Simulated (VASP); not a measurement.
Write the native input for VASP 6.6.1 that does the following.

```
Task                   : single point
Functional             : r2SCAN
Potentials or basis    : VASP PAW PBE potentials, release 64 (Na_pv, F)
Cutoff                 : 520 eV
k mesh                 : 10 × 10 × 10
Occupations            : gaussian, width 0.05 eV
Spin                   : no spin polarisation
Dipole correction      : no
Further INCAR settings : ALGO = Normal; EDIFF = 1e-06; NBANDS = 14
```

Crystal: NaF.

```
CELL_PARAMETERS angstrom
0.00000 2.18631 2.62357
2.18631 0.00000 2.62357
2.18631 2.18631 0.00000
ATOMIC_POSITIONS crystal
Na 0.00000 0.00000 0.00000
F 0.50000 0.50000 0.50000
```

This cell differs from its parent crystal: ratio of the length along z to the lengths across it x 1.2, volume and fractional coordinates fixed.

These files were run (other wordings do the same):

POSCAR

```
NaF
1.0
    0.0000000000      2.1863090059      2.6235708071
    2.1863090059      0.0000000000      2.6235708071
    2.1863090059      2.1863090059      0.0000000000
Na F
1 1
Direct
    0.0000000000      0.0000000000      0.0000000000
    0.5000000000      0.5000000000      0.5000000000
```

INCAR.step1

```
PREC = Accurate
ENCUT = 520
ISMEAR = 0
SIGMA = 0.05
LREAL = F
LASPH = T
NELM = 60
NBANDS = 14
GGA = PE
ALGO = Normal
EDIFF = 1E-4
LWAVE = T
LCHARG = F
```

INCAR.step2

```
PREC = Accurate
ENCUT = 520
EDIFF = 1E-6
ISMEAR = 0
SIGMA = 0.05
LREAL = F
LASPH = T
NELM = 60
ALGO = Normal
ISIF = 2
LWAVE = F
LCHARG = T
METAGGA = R2SCAN
LMIXTAU = T
LELF = T
LVHAR = T
NBANDS = 14
ISTART = 1
```

KPOINTS

```
Automatic mesh
0
Gamma
  10 10 10
```

Potentials or basis: VASP PAW PBE potentials, release 64 (Na_pv, F).

Launch:

```bash
$ cat potpaw_PBE.64/Na_pv/POTCAR potpaw_PBE.64/F/POTCAR > POTCAR
$ cp INCAR.step1 INCAR
$ mpirun -np 1 vasp_std > vasp.out
$ cp INCAR.step2 INCAR
$ mpirun -np 1 vasp_std > vasp.out
```

It gave:

```json
{"Pressure": "1.6 GPa", "Band gap on the k mesh": "7.02 eV"}
```

Caveat: the PAW data sets were made with another functional, which shifts forces and pressure a little.

It took 79 s on 1 thread of Intel(R) Xeon(R) 6975P-C (Granite Rapids), with other jobs on the host, peak memory 0.16 GiB.
